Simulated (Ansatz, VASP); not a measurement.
**One calculation of CuW, two programs**

Contents of INCAR:

```
SYSTEM = CuW
ALGO     = Normal         ! electronic algorithm
EDIFF    = 1E-6           ! SCF threshold, eV
EDIFFG   = -0.04          ! ionic threshold
ENCUT    = 600            ! plane-wave cutoff, eV
GGA      = PE             ! functional
IBRION   = 2              ! ionic algorithm
ISIF     = 3              ! what is computed and relaxed
ISMEAR   = 0              ! smearing method
LASPH    = .True.         ! aspherical terms in the spheres
LCHARG   = .False.        ! write CHGCAR
LREAL    = .False.        ! projectors in reciprocal space
LWAVE    = .False.        ! write WAVECAR
NELM     = 80             ! most SCF steps
NSW      = 90             ! ionic steps
PREC     = Accurate       ! precision mode
SIGMA    = 0.1            ! smearing width, eV
```

KPOINTS

```
k-points
0
Gamma
  6 6 6
  0 0 0
```

The input POSCAR:

```
CuW
1.0
    2.9675301800      0.0000000000      0.0000000000
    0.0000000000      2.9675301800      0.0000000000
    0.0000000000      0.0000000000      2.9675301800
Cu W
1 1
Direct
    0.5000000000      0.5000000000      0.5000000000
    0.0000000000      0.0000000000      0.0000000000
```

Input for Ansatz:

```yaml
crystal:
  lattice:
    - [2.96753018, 0.0, 0.0]
    - [0.0, 2.96753018, 0.0]
    - [0.0, 0.0, 2.96753018]
  atoms:
    - { symbol: Cu, position: [0.5, 0.5, 0.5] }
    - { symbol: W, position: [0.0, 0.0, 0.0] }
basis:
  ecutwfc: 420
kpoints:
  mp_grid: { grid: [6, 6, 6] }
hamiltonian:
  xc: pbe
scf:
  occupations: { method: gaussian, width: 0.1 }
  lower_state_search: "off"
output:
  forces: true
  stress: true
  eigenvalues: true
relax:
  adjacent_minimum: "off"
  f_tol: 0.04
  max_steps: 70
  cell: { stress_tol: 0.4 }
```

Change from the starting cell: species swapped into the SiRu type (Pm-3m, No. 221).

Alike in both runs: task relaxation of cell and atoms; functional PBE; k mesh 6 × 6 × 6; occupations gaussian, width 0.1 eV; no spin polarisation.

```csv
,VASP,Ansatz
version,VASP 6.6.1,Ansatz 0.2.0
potentials or method,"VASP PAW PBE potentials, release 64 (Cu, W_sv), cutoff 600 eV","scalar-relativistic, plane waves, PAW"
valence electrons in the cell,25,33
```

|  | VASP | Ansatz | Ansatz less VASP |
| --- | --- | --- | --- |
| gap on the k mesh at the Fermi level, each at its own relaxed structure (eV) | none | none | - |
| relaxed volume (Å³/atom) | 14.03 | 14.00 | -0.026 |
| relaxed cell length with the largest relative difference (Å) | 3.039 | 3.037 | -0.0019 |

A gap of «none» marks a metal or a gap that the smearing closes. VASP's potentials hold 25 valence electrons a cell and Ansatz's 33, so a difference there can come from the potentials and not from the codes.

Neither program's run includes spin-orbit coupling.
